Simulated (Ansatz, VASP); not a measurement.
Two plane-wave programs on SiC

Contents of POSCAR:

```
SiC
1.0
    0.0000000000      2.1934308841      2.1934308841
    2.1934308841      0.0000000000      2.1934308841
    2.1934308841      2.1934308841      0.0000000000
Si C
1 1
Direct
    0.0000000000      0.0000000000      0.0000000000
    0.7500000000      0.7500000000      0.7500000000
```

INCAR.step1

```
SYSTEM = SiC
PREC = Accurate
ENCUT = 660
ISMEAR = -1
SIGMA = 0.05
LREAL = .False.
LASPH = .True.
NELM = 120
NBANDS = 11
GGA = PE
ALGO = Normal
EDIFF = 1E-5
LWAVE = .True.
LCHARG = .False.
GGA_COMPAT = .False.
```

Contents of INCAR.step2:

```
SYSTEM = SiC
PREC = Accurate
ENCUT = 660
EDIFF = 1E-6
ISMEAR = -1
SIGMA = 0.05
LREAL = .False.
LASPH = .True.
NELM = 120
ALGO = Normal
ISIF = 2
LWAVE = .False.
LCHARG = .False.
METAGGA = R2SCAN
LMIXTAU = .True.
IVDW = 12
VDW_S6 = 1.0
VDW_S8 = 0.78981345
VDW_A1 = 0.49484001
VDW_A2 = 5.73083694
NBANDS = 11
ISTART = 1
GGA_COMPAT = .False.
```

KPOINTS

```
Automatic mesh
0
Gamma
  10 10 10
  0 0 0
```

input.yaml

```yaml
crystal:
  lattice:
    - [0.0, 2.1934308841, 2.1934308841]
    - [2.1934308841, 0.0, 2.1934308841]
    - [2.1934308841, 2.1934308841, 0.0]
  atoms:
    - { symbol: Si, position: [0.0, 0.0, 0.0] }
    - { symbol: C, position: [0.75, 0.75, 0.75] }
hamiltonian:
  xc: r2scan
  pseudopotentials: { kind: paw }
  dispersion: d3bj
kpoints:
  mp_grid: { grid: [10, 10, 10] }
scf:
  occupations: { method: fermi_dirac, width: 0.05 }
output:
  forces: true
  stress: true
  eigenvalues: true
  write_density: true
  write_potential: true
  elf: true
  volumetric_format: npy
```

Alike in both runs: task single point; functional r2SCAN; dispersion D3(BJ); k mesh 10 × 10 × 10; occupations fermi-dirac, width 0.05 eV; no spin polarisation.

|  | VASP | Ansatz |
| --- | --- | --- |
| version | VASP 6.6.1 | Ansatz 0.2.0 |
| potentials or method | VASP PAW PBE potentials, release 64 (Si, C) | Ansatz PAW |
| plane-wave cutoff (eV) | 660 | 500 |
| valence electrons in the cell | 8 | 8 |

Ansatz gave:

- gap on the k mesh at the Fermi level (eV): 1.73
- least direct gap on the mesh (eV): 5.02
- pressure (GPa): -6.7

Problem. What did VASP give for the same quantities?

Solution. gap on the k mesh at the Fermi level (eV): 1.74; least direct gap on the mesh (eV): 5.03; pressure (GPa): -7.1.

VASP's potentials were made for PBE, not for r2SCAN.
